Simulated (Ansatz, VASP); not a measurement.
# Two plane-wave programs on C

The input POSCAR:

```
C
1.0
    2.0985692110     -1.2116819937      0.0000000000
    2.0985692110      1.2116819937      0.0000000000
   -1.3604312700      0.0000000000      3.4554887337
C
2
Direct
    0.1666444700      0.1666444700      0.9999069600
    0.8333555300      0.8333555300      0.0000930400
```

File INCAR.step1:

```
PREC = Accurate ; ENCUT = 520
EDIFF = 1E-5 ; ISMEAR = -1
SIGMA = 0.05 ; LREAL = F
LASPH = T ; NELM = 80
ALGO = Normal ; ISIF = 2
LWAVE = T ; LCHARG = F
GGA = PE ; NBANDS = 11
```

INCAR.step2

```
PREC = Accurate ; ENCUT = 520
EDIFF = 1E-7 ; ISMEAR = -1
SIGMA = 0.05 ; LREAL = F
LASPH = T ; NELM = 80
ALGO = Normal ; ISIF = 2
LWAVE = F ; LCHARG = F
GGA = PE ; LHFCALC = T
AEXX = 0.25 ; PRECFOCK = Normal
ISTART = 1 ; NBANDS = 11
```

Contents of KPOINTS:

```
regular mesh
0
Gamma
  6 6 4
```

input.yaml

```yaml
crystal:
  lattice:
    - [2.098569211, -1.2116819937, 0.0]
    - [2.098569211, 1.2116819937, 0.0]
    - [-1.36043127, 0.0, 3.4554887337]
  atoms:
    - { symbol: C, position: [0.16664447, 0.16664447, 0.99990696] }
    - { symbol: C, position: [0.83335553, 0.83335553, 9.304e-05] }
hamiltonian:
  xc: pbe0
  pseudopotentials: { kind: paw }
kpoints:
  mp_grid: { grid: [6, 6, 4] }
scf:
  occupations: { method: fermi_dirac, width: 0.05 }
output:
  forces: true
  stress: true
  eigenvalues: true
  write_density: true
  write_potential: true
  elf: true
  volumetric_format: npy
```

Alike in both runs: task single point; functional PBE0; k mesh 6 × 6 × 4; occupations fermi-dirac, width 0.05 eV; no spin polarisation.

|  | VASP | Ansatz |
| --- | --- | --- |
| version | VASP 6.6.1 | Ansatz 0.2.0 |
| potentials or method | VASP PAW PBE potentials, release 64 (C) | Ansatz PAW |
| plane-wave cutoff (eV) | 520 | 420 |
| valence electrons in the cell | 8 | 8 |

VASP gave:

| Property | Result |
| --- | --- |
| gap on the k mesh at the Fermi level (eV) | 1.30 |
| least direct gap on the mesh (eV) | 1.34 |
| pressure (GPa) | 10.7 |
| traceless stress, the component that is largest in VASP (GPa) | -10.44 |
| rms of the force components (eV/Å) | 0.037 |

Task: Which values does Ansatz return?

Result: gap on the k mesh at the Fermi level (eV): 1.19; least direct gap on the mesh (eV): 1.22; pressure (GPa): 10.1; traceless stress, the component that is largest in VASP (GPa): -9.67; rms of the force components (eV/Å): 0.038.

Atom by atom the forces differ by 0.001 eV/Å (rms over components).

The k mesh is coarse, so the values compare programs but aren't converged.
